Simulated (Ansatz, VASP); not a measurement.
## GaN: VASP beside Ansatz

```
Ga N
1.0
     0.00000    2.13650    2.36206
     2.13650    0.00000    2.36206
     2.13650    2.13650    0.00000
Ga N
1 1
Direct
  0.00000 0.00000 0.00000
  0.25000 0.25000 0.25000
```

Change from the starting cell: epitaxial_xy strain -5.0%.

Alike in both runs: task single point; functional r2SCAN; k mesh 10 × 10 × 10; no spin polarisation.

|  | VASP | Ansatz |
| --- | --- | --- |
| version | VASP 6.6.1 | Ansatz 0.2.0 |
| potentials or method | VASP PAW PBE potentials, release 64 (Ga_d, N) | plane waves, PAW |
| plane-wave cutoff (eV) | 520 | 500 |
| occupations | gaussian, width 0.01 eV | fixed |
| valence electrons in the cell | 18 | 18 |

|  | VASP | Ansatz | Ansatz less VASP |
| --- | --- | --- | --- |
| gap on the k mesh at the Fermi level (eV) | 2.29 | 2.30 | +0.011 |
| pressure (GPa) | 12.1 | 11.0 | -1.20 |
| traceless stress, the component that is largest in VASP (GPa) | -10.76 | -10.95 | -0.195 |

VASP's potentials were made for PBE, not for r2SCAN.
